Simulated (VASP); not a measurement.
Here is a VASP 6.6.1 calculation.

File POSCAR:

```
Al3InAs4
1.0
    5.7807124372      0.0000000000      0.0000000000
    0.0000000000      5.7807124372      0.0000000000
    0.0000000000      0.0000000000      5.7807124372
Al In As
3 1 4
Direct
    0.5000000000      0.5000000000      0.0000000000
    0.5000000000      0.0000000000      0.5000000000
    0.0000000000      0.5000000000      0.5000000000
    0.0000000000      0.0000000000      0.0000000000
    0.7393700685      0.7393700685      0.2606299315
    0.7393700685      0.2606299315      0.7393700685
    0.2606299315      0.7393700685      0.7393700685
    0.2606299315      0.2606299315      0.2606299315
```

Contents of INCAR.step1:

```
PREC     = Accurate       # precision mode
ENCUT    = 550            # plane-wave cutoff, eV
ISMEAR   = 0              # smearing method
SIGMA    = 0.02           # smearing width, eV
LREAL    = F              # projectors in reciprocal space
LASPH    = T              # aspherical terms in the spheres
NELM     = 120            # most SCF steps
GGA      = PE             # functional
ALGO     = Normal         # electronic algorithm
EDIFF    = 1E-5           # SCF threshold, eV
LWAVE    = T              # write WAVECAR
LCHARG   = F              # write CHGCAR
GGA_COMPAT= F            
IBRION   = 2              # ionic algorithm
ISIF     = 3              # what is computed and relaxed
EDIFFG   = -0.005         # ionic threshold
NELMIN   = 4            
NSW      = 100            # ionic steps
```

INCAR.step2

```
PREC     = Accurate       # precision mode
ENCUT    = 550            # plane-wave cutoff, eV
EDIFF    = 1E-7           # SCF threshold, eV
ISMEAR   = 0              # smearing method
SIGMA    = 0.02           # smearing width, eV
LREAL    = F              # projectors in reciprocal space
LASPH    = T              # aspherical terms in the spheres
NELM     = 120            # most SCF steps
ALGO     = Normal         # electronic algorithm
ISIF     = 3              # what is computed and relaxed
LWAVE    = F              # write WAVECAR
LCHARG   = F              # write CHGCAR
METAGGA  = R2SCAN         # meta-GGA
LMIXTAU  = T            
IBRION   = 2              # ionic algorithm
NSW      = 80             # ionic steps
EDIFFG   = -0.01          # ionic threshold
ISTART   = 1            
GGA_COMPAT= F            
NELMIN   = 4
```

KPOINTS

```
Automatic mesh
0
Gamma
  6 6 6
```

Potentials or basis: VASP PAW PBE potentials, release 64 (Al, In_d, As).

Launch:

```sh
$ cat potpaw_PBE.64/Al/POTCAR potpaw_PBE.64/In_d/POTCAR potpaw_PBE.64/As/POTCAR > POTCAR
$ cp INCAR.step1 INCAR
$ mpirun -np 1 vasp_std > vasp.out
$ cp INCAR.step2 INCAR
$ mpirun -np 1 vasp_std > vasp.out
```

(1) What does it give for the band gap on the k mesh?

## Answers

(1) 1.88 eV.

Caveat: the relaxation stopped at its first step, so nothing moved; spin-orbit coupling is left out, which moves the levels of the heavy elements.
